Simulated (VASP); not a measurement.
# O (R-3m) in VASP: a series of runs

The runs below take O through single point, with PBEsol.

Everything below comes from runs of VASP 6.6.1. Logs are shortened: lines on timing, memory, paths and dates and some standing lists are left out, and cuts for length are marked.

### Step 1. The cell of the first run

Symmetry: R-3m, No. 166, trigonal system. The conventional cell has a = 3.388 Å, b = 3.388 Å, c = 8.299 Å, α = 90.00°, β = 90.00°, γ = 120.00°. Within 2.7 Å of O (site symmetry 3m) lie 4 O at 2.02 to 2.28 Å.

### Step 2. Single point, PBEsol (shortest bond scaled by 1.1)

INCAR

```
  PREC = Accurate
  ENCUT = 520
  EDIFF = 1E-6
  ISMEAR = -1
  SIGMA = 0.05
  LREAL = False
  LASPH = True
  NELM = 80
  ALGO = Normal
  ISIF = 2
  LWAVE = False
  LCHARG = False
  GGA = PS
  NBANDS = 13
```

KPOINTS

```
Automatic mesh
0
Gamma
  11 11 11
```

POSCAR

```
O
1.0
    0.0000000000      2.3957099285      2.3957099285
    2.3957099285      0.0000000000      2.3957099285
    2.3957099285      2.3957099285      0.0000000000
O
2
Direct
   -0.0875000000     -0.1375000000     -0.1375000000
    0.0875000000      0.1375000000      0.1375000000
```

Potentials or basis: VASP PAW PBE potentials, release 64 (O).

On the command line:

```console
> cat potpaw_PBE.64/O/POTCAR > POTCAR
> mpirun -np 1 vasp_std > vasp.out
```

OUTCAR:

```text
PREC = Accurate
   ENCUT = 520
   EDIFF = 1E-6
   ISMEAR = -1
   LREAL = False
   LASPH = True
   NELM = 80
   ISIF = 2
   GGA = PS

 ion  position               nearest neighbor table
   1  0.913  0.862  0.862-
   2  0.087  0.138  0.138-

  LATTYP: Found a face centered cubic cell.
 ALAT       =     4.7914198570

  Lattice vectors:

 A1 = (   0.0000000000,   2.3957099285,   2.3957099285)
 A2 = (   2.3957099285,   0.0000000000,   2.3957099285)
 A3 = (   2.3957099285,   2.3957099285,   0.0000000000)

Analysis of symmetry for initial positions (statically):
=====================================================================
 Subroutine PRICEL returns:
 Original cell was already a primitive cell.

 Routine SETGRP: Setting up the symmetry group for a
 face centered cubic supercell.

 Subroutine GETGRP returns: Found 12 space group operations
 (whereof  4 operations were pure point group operations)
 out of a pool of 48 trial point group operations.

The static configuration has the point symmetry C_2h.
 The point group associated with its full space group is D_3d.

Analysis of symmetry for dynamics (positions and initial velocities):
=====================================================================
 Subroutine PRICEL returns:
 Original cell was already a primitive cell.

 Routine SETGRP: Setting up the symmetry group for a
 face centered cubic supercell.

 Subroutine GETGRP returns: Found 12 space group operations
 (whereof  4 operations were pure point group operations)
 out of a pool of 48 trial point group operations.

The dynamic configuration has the point symmetry C_2h.
 The point group associated with its full space group is D_3d.

 Subroutine INISYM returns: Found 12 space group operations
 (whereof  4 operations are pure point group operations),
 and found     1 'primitive' translations

----------------------------------------------------------------------------------------

                                     Primitive cell

  volume of cell :      27.5000

  direct lattice vectors                    reciprocal lattice vectors
     0.000000000  2.395709929  2.395709929    -0.208706402  0.208706402  0.208706402
     2.395709929  0.000000000  2.395709929     0.208706402 -0.208706402  0.208706402
     2.395709929  2.395709929  0.000000000     0.208706402  0.208706402 -0.208706402
[... 90 lines left out ...]
   ISIF   =      2    stress and relaxation
   ISYM   =      2    0-nonsym 1-usesym 2-fastsym
   POTIM  = 0.5000    time-step for ionic-motion
   TEBEG  =    0.0;   TEEND  =   0.0 temperature during run
   PSTRESS=    0.0 pullay stress
   NELECT =      12.0000    total number of electrons
   NUPDOWN=      -1.0000    fix difference up-down
   EMIN   =  10.00;   EMAX   =-10.00  energy-range for DOS
   EFERMI =   0.00;   METHOD = LEGACY
   ISMEAR =    -1;   SIGMA  =   0.05  broadening in eV -4-tet -1-fermi 0-gaus
   EFERMI_NEDOS =   21; number of points for ismear=-14 and -15
   IALGO  =     38    algorithm
   IMIX   =      4    mixing-type and parameters
     AMIX     =   0.40;   BMIX     =  1.00
     AMIX_MAG =   1.60;   BMIX_MAG =  1.00
  volume/ion in A,a.u.               =      13.75        92.79
  Fermi-wavevector in a.u.,A,eV,Ry     =   1.241722  2.346514 20.978460  1.541873
  Thomas-Fermi vector in A             =   2.376107
   LORBIT       =      0    0 simple, 1 ext, 2 COOP (PROOUT), +10 PAW based schemes
   GGA     = PS    functional components
   LHFCALC =     F    Hartree Fock is set to
   AEXX    =    0.0000 exact exchange contribution
   IVDW    =     0    specifies the selected vdW correction
   LEPSILON=     F    determine dielectric tensor
   LRPA    =     F    only Hartree local field effects (RPA)
 non-spin polarized calculation
  energy-cutoff  :      520.00
  volume of cell :       27.50
 maximum number of plane-waves:       751
 NGX is ok and might be reduce to    28
   NGX = 13   NGY = 13   NGZ = 13

 number of electron      12.0000000 magnetization

 Free energy of the ion-electron system (eV)
  ---------------------------------------------------
  ext. energy  EPLUGINS =         0.00000000
  ---------------------------------------------------
  free energy    TOTEN  =        -6.35664003 eV

  energy without entropy =       -6.34782193  energy(sigma->0) =       -6.35223098

 E-fermi :  -2.1006     XC(G=0):  -8.9437

 val. band max:       -2.1065418588   @ k =   0.0000   0.0000   0.0000
 cond. band min:      -2.0897374514   @ k =   0.0909   0.0909   0.0000
 fundamental gap:      0.0168044074
 Fermi energy:        -2.1006303400

 k-point     1 :       0.0000    0.0000    0.0000
  band No.  band energies     occupation
      1     -21.3809      2.00000
      2     -16.2073      2.00000
      3      -5.4710      2.00000
      4      -5.4710      2.00000
      5      -3.6364      2.00000
      6      -3.2288      2.00000
      7      -2.1065      1.05905
      8      -2.1065      1.05905
      9       6.9888      0.00000
     10      18.7735      0.00000
     11      20.3427      0.00000
     12      20.3447      0.00000
     13      20.4008      0.00000
[... 354 lines left out ...]
  band No.  band energies     occupation
      1     -20.1123      2.00000
      2     -17.9821      2.00000
      3      -6.2185      2.00000
      4      -5.8761      2.00000
      5      -4.5049      2.00000
      6      -2.4900      1.99917
      7      -1.4758      0.00001
      8      -1.0944      0.00000
      9       9.8937      0.00000
     10      12.9852      0.00000
     11      16.3845      0.00000
     12      17.0740      0.00000
     13      22.6790      0.00000

 [... further k-points ...]

------------------------ aborting loop because EDIFF is reached ----------------------------------------

  FORCE on cell =-STRESS in cart. coord.  units (eV):
  Direction    XX          YY          ZZ          XY          YZ          ZX
  --------------------------------------------------------------------------------------
  -------------------------------------------------------------------------------------
  Total       -3.7691140     -3.7691140     -3.7691140     -1.6393465      1.6393465     -1.6393465
  in kB     -219.5923288   -219.5923288   -219.5923288    -95.5099547     95.5099547    -95.5099547
  external PRESSURE =    -219.5923288 kB  Pullay stress =       0.0000000 kB

 VOLUME and BASIS-vectors are now :
 -----------------------------------------------------------------------------
  energy-cutoff  :      520.00
  volume of cell :       27.50
      direct lattice vectors                 reciprocal lattice vectors
     0.000000000  2.395709929  2.395709929    -0.208706402  0.208706402  0.208706402
     2.395709929  0.000000000  2.395709929     0.208706402 -0.208706402  0.208706402
     2.395709929  2.395709929  0.000000000     0.208706402  0.208706402 -0.208706402

 POSITION                                       TOTAL-FORCE (eV/Angst)
 -----------------------------------------------------------------------------------
      4.13260      4.25239      4.25239        -0.640780      0.640780      0.640780
      0.65882      0.53903      0.53903         0.640780     -0.640780     -0.640780
 -----------------------------------------------------------------------------------
    total drift:                               -0.000000     -0.000000     -0.000000

  FREE ENERGIE OF THE ION-ELECTRON SYSTEM (eV)
  ---------------------------------------------------
  free  energy   TOTEN  =        -6.3566400272 eV

  energy  without entropy=       -6.3478219323  energy(sigma->0) =       -6.35223098
```

OSZICAR:

```text
N       E                     dE             d eps       ncg     rms          rms(c)
DAV:   1     0.435731958701E+02    0.43573E+02   -0.66155E+03  3860   0.847E+02
DAV:   2    -0.468417434048E+01   -0.48257E+02   -0.45728E+02  4830   0.180E+02
DAV:   3    -0.647867234243E+01   -0.17945E+01   -0.17801E+01  4616   0.322E+01
DAV:   4    -0.648560971353E+01   -0.69374E-02   -0.69371E-02  4656   0.237E+00
DAV:   5    -0.648563832430E+01   -0.28611E-04   -0.28610E-04  4756   0.140E-01    0.359E+00
DAV:   6    -0.637060660937E+01    0.11503E+00   -0.16449E-01  4811   0.255E+00    0.144E+00
DAV:   7    -0.635605104491E+01    0.14556E-01   -0.68044E-02  4896   0.151E+00    0.176E-01
DAV:   8    -0.635658341840E+01   -0.53237E-03   -0.11101E-03  4396   0.281E-01    0.579E-02
DAV:   9    -0.635664306960E+01   -0.59651E-04   -0.17305E-04  4701   0.979E-02    0.314E-02
DAV:  10    -0.635663963915E+01    0.34305E-05   -0.42590E-05  4966   0.321E-02    0.511E-03
DAV:  11    -0.635664002721E+01   -0.38805E-06   -0.27391E-06  3487   0.101E-02
   1 F= -.63566400E+01 E0= -.63522310E+01  d E =-.881809E-02
```

Run time: 58 s. Hardware: 1 thread of Intel Xeon Platinum 8259CL at 2.50GHz (Skylake/Cascade Lake), shared host; peak memory 0.17 GiB.

Results:

| Quantity | Value |
| --- | --- |
| Free energy | -6.3566 eV |
| Pressure | -22.0 GPa |
| Largest force | 1.110 eV/Å |
| Band gap on the k mesh | zero (band 6 reaches -1.75 eV, above the bottom of band 7 at -2.12 eV) |

Forces on the atoms (eV/Å):
```
O   -0.641  0.641  0.641
O    0.641 -0.641 -0.641
```

Caveat: the cell differs from its parent crystal (shortest bond scaled by 1.1); the PAW data sets were made with another functional, which shifts forces and pressure a little.

### Step 3. Single point, PBEsol (shortest bond scaled by 1.1)

INCAR

```
SYSTEM = O
ALGO     = Normal         ! electronic algorithm
EDIFF    = 1E-7           ! SCF threshold, eV
ENCUT    = 520            ! plane-wave cutoff, eV
GGA      = PS             ! functional
ISIF     = 2              ! what is computed and relaxed
ISMEAR   = -1             ! smearing method
LASPH    = .True.         ! aspherical terms in the spheres
LCHARG   = .False.        ! write CHGCAR
LREAL    = .False.        ! projectors in reciprocal space
LWAVE    = .False.        ! write WAVECAR
NBANDS   = 13             ! bands
NELM     = 60             ! most SCF steps
PREC     = Accurate       ! precision mode
SIGMA    = 0.05           ! smearing width, eV
```

KPOINTS

```
k-points
0
Gamma
  11 11 11
  0 0 0
```

POSCAR is that of step 2.

Potentials or basis: VASP PAW PBE potentials, release 64 (O).

On the command line:

```console
> cat potpaw_PBE.64/O/POTCAR > POTCAR
> mpirun -np 1 vasp_std > vasp.out
```

Run time: 72 s. Hardware: 1 thread of Intel Xeon Platinum 8259CL at 2.50GHz (Skylake/Cascade Lake), shared host; peak memory 0.17 GiB.

The run converged. Its results:

```
Free energy            : -6.3566 eV
Pressure               : -22.0 GPa
Largest force          : 1.110 eV/Å
Band gap on the k mesh : zero (band 6 reaches -1.75 eV, above the bottom of band 7 at -2.12 eV)
```

Forces in eV/Å, atoms in the order of the input:
```
O   -0.641  0.641  0.641
O    0.641 -0.641 -0.641
```

Stress tensor (GPa, compression positive):
```
-21.95  -9.55  -9.55
 -9.55 -21.95   9.55
 -9.55   9.55 -21.95
```

Levels at points of the mesh, in eV from the Fermi level:
| k point | band 2 | band 3 | band 4 | band 5 | band 6 | band 7 | band 8 | band 9 | band 10 | band 11 |
| --- | --- | --- | --- | --- | --- | --- | --- | --- | --- | --- |
| (0.00, 0.00, 0.00) | -14.11 | -3.37 | -3.37 | -1.54 | -1.13 | -0.01 | -0.01 | 9.09 | 20.88 | 22.44 |

Caveat: the cell differs from its parent crystal (shortest bond scaled by 1.1); the PAW data sets were made with another functional, which shifts forces and pressure a little.

### Step 4. Single point, PBEsol (shortest bond scaled by 0.82)

INCAR

```
SYSTEM = O
PREC = Accurate ; ENCUT = 520
EDIFF = 1E-6 ; ISMEAR = -1
SIGMA = 0.05 ; LREAL = .FALSE.
LASPH = .TRUE. ; NELM = 80
ALGO = Normal ; ISIF = 2
LWAVE = .FALSE. ; LCHARG = .FALSE.
GGA = PS ; NBANDS = 13
```

KPOINTS

```
regular mesh
0
G
  11 11 11
  0 0 0
```

POSCAR

```
O
1.0
    0.0000000000      2.3957099285      2.3957099285
    2.3957099285      0.0000000000      2.3957099285
    2.3957099285      2.3957099285      0.0000000000
O
2
Direct
   -0.1925000000     -0.1025000000     -0.1025000000
    0.1925000000      0.1025000000      0.1025000000
```

Potentials or basis: VASP PAW PBE potentials, release 64 (O).

On the command line:

```console
> cat potpaw_PBE.64/O/POTCAR > POTCAR
> mpirun -np 1 vasp_std > vasp.out
```

OUTCAR:

```text
SYSTEM = O
   PREC = Accurate
   ENCUT = 520
   EDIFF = 1E-6
   ISMEAR = -1
   LREAL = .FALSE.
   LASPH = .TRUE.
   NELM = 80
   ISIF = 2
   GGA = PS

 ion  position               nearest neighbor table
   1  0.807  0.898  0.898-   2 1.70
   2  0.193  0.102  0.102-   1 1.70

  LATTYP: Found a face centered cubic cell.
 ALAT       =     4.7914198570

  Lattice vectors:

 A1 = (   0.0000000000,   2.3957099285,   2.3957099285)
 A2 = (   2.3957099285,   0.0000000000,   2.3957099285)
[... 570 lines left out ...]

------------------------ aborting loop because EDIFF is reached ----------------------------------------

  FORCE on cell =-STRESS in cart. coord.  units (eV):
  Direction    XX          YY          ZZ          XY          YZ          ZX
  --------------------------------------------------------------------------------------
  -------------------------------------------------------------------------------------
  Total       -4.3109338     -4.3109338     -4.3109338      3.3749778     -3.3749778      3.3749778
  in kB     -251.1592862   -251.1592862   -251.1592862    196.6295631   -196.6295631    196.6295631
  external PRESSURE =    -251.1592862 kB  Pullay stress =       0.0000000 kB

 VOLUME and BASIS-vectors are now :
 -----------------------------------------------------------------------------
  energy-cutoff  :      520.00
  volume of cell :       27.50
      direct lattice vectors                 reciprocal lattice vectors
     0.000000000  2.395709929  2.395709929    -0.208706402  0.208706402  0.208706402
     2.395709929  0.000000000  2.395709929     0.208706402 -0.208706402  0.208706402
     2.395709929  2.395709929  0.000000000     0.208706402  0.208706402 -0.208706402

 POSITION                                       TOTAL-FORCE (eV/Angst)
 -----------------------------------------------------------------------------------
      4.30030      4.08469      4.08469         3.111365     -3.111365     -3.111365
      0.49112      0.70673      0.70673        -3.111365      3.111365      3.111365
 -----------------------------------------------------------------------------------
    total drift:                               -0.000000     -0.000000     -0.000000

  FREE ENERGIE OF THE ION-ELECTRON SYSTEM (eV)
  ---------------------------------------------------
  free  energy   TOTEN  =        -7.2461433822 eV

  energy  without entropy=       -7.2380121474  energy(sigma->0) =       -7.24207776
```

OSZICAR:

```text
N       E                     dE             d eps       ncg     rms          rms(c)
DAV:   1     0.445005518862E+02    0.44501E+02   -0.66613E+03  3876   0.848E+02
DAV:   2    -0.552452805639E+01   -0.50025E+02   -0.47256E+02  4768   0.183E+02
DAV:   3    -0.738227812906E+01   -0.18578E+01   -0.18363E+01  4666   0.331E+01
DAV:   4    -0.738945637850E+01   -0.71782E-02   -0.71778E-02  4616   0.243E+00
DAV:   5    -0.738948727617E+01   -0.30898E-04   -0.30898E-04  4756   0.145E-01    0.352E+00
DAV:   6    -0.727209414257E+01    0.11739E+00   -0.12538E-01  4426   0.289E+00    0.187E+00
DAV:   7    -0.724700694691E+01    0.25087E-01   -0.73065E-02  4396   0.223E+00    0.415E-01
DAV:   8    -0.724612915853E+01    0.87779E-03   -0.59100E-03  4461   0.602E-01    0.470E-02
DAV:   9    -0.724612777394E+01    0.13846E-05   -0.20072E-04  4776   0.119E-01    0.178E-02
DAV:  10    -0.724614196158E+01   -0.14188E-04   -0.12848E-05  4306   0.318E-02    0.473E-03
DAV:  11    -0.724614330326E+01   -0.13417E-05   -0.17319E-06  4514   0.104E-02    0.125E-03
DAV:  12    -0.724614338222E+01   -0.78951E-07   -0.85008E-08  3098   0.231E-03
   1 F= -.72461434E+01 E0= -.72420778E+01  d E =-.813123E-02
```

Run time: 53 s. Hardware: 1 thread of Intel Xeon Platinum 8259CL at 2.50GHz (Skylake/Cascade Lake), shared host; peak memory 0.17 GiB.

Results:

| Item | Value |
| --- | --- |
| Free energy | -7.2461 eV |
| Pressure | -25.1 GPa |
| Largest force | 5.389 eV/Å |
| Band gap on the k mesh | zero (band 6 reaches -1.62 eV, above the bottom of band 7 at -3.62 eV) |

Forces in eV/Å, atoms in the order of the input:
```
O    3.111 -3.111 -3.111
O   -3.111  3.111  3.111
```

Caveat: the cell differs from its parent crystal (shortest bond scaled by 0.82); the PAW data sets were made with another functional, which shifts forces and pressure a little.
